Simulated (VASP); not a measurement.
A run of VASP 6.6.1 is set up as follows.

Contents of INCAR:

```
PREC     = Accurate       # precision mode
ENCUT    = 520            # plane-wave cutoff, eV
EDIFF    = 1E-6           # SCF threshold, eV
ISMEAR   = 0              # smearing method
SIGMA    = 0.01           # smearing width, eV
LREAL    = False          # projectors in reciprocal space
LASPH    = True           # aspherical terms in the spheres
NELM     = 80             # most SCF steps
ALGO     = Normal         # electronic algorithm
ISIF     = 2              # what is computed and relaxed
LWAVE    = False          # write WAVECAR
LCHARG   = True           # write CHGCAR
GGA      = PE             # functional
LELF     = True           # ELF
LVHAR    = True         
NBANDS   = 16             # bands
```

File KPOINTS:

```
Automatic mesh
0
Gamma
  8 8 4
```

POSCAR

```
AlN
1.0
    3.1302701034      0.0000000000      0.0000000000
   -1.5651350517      2.7108934303      0.0000000000
    0.0000000000      0.0000000000      5.0179591233
Al N
2 2
Direct
    0.3333333333      0.6666666667      0.0002275870
    0.6666666667      0.3333333333      0.5002275870
    0.3333333333      0.6666666667      0.3817724130
    0.6666666667      0.3333333333      0.8817724130
```

Potentials or basis: VASP PAW PBE potentials, release 64 (Al, N).

Launch:

```bash
$ cat potpaw_PBE.64/Al/POTCAR potpaw_PBE.64/N/POTCAR > POTCAR
$ mpirun -np 1 vasp_std > vasp.out
```

Problem. Predict the band gap on the k mesh.

Solution. 4.04 eV, direct.

Problem. What does it give for the pressure?

Solution. -0.3 GPa.

A hybrid or GW would open this gap; PBE tends to underestimate it.
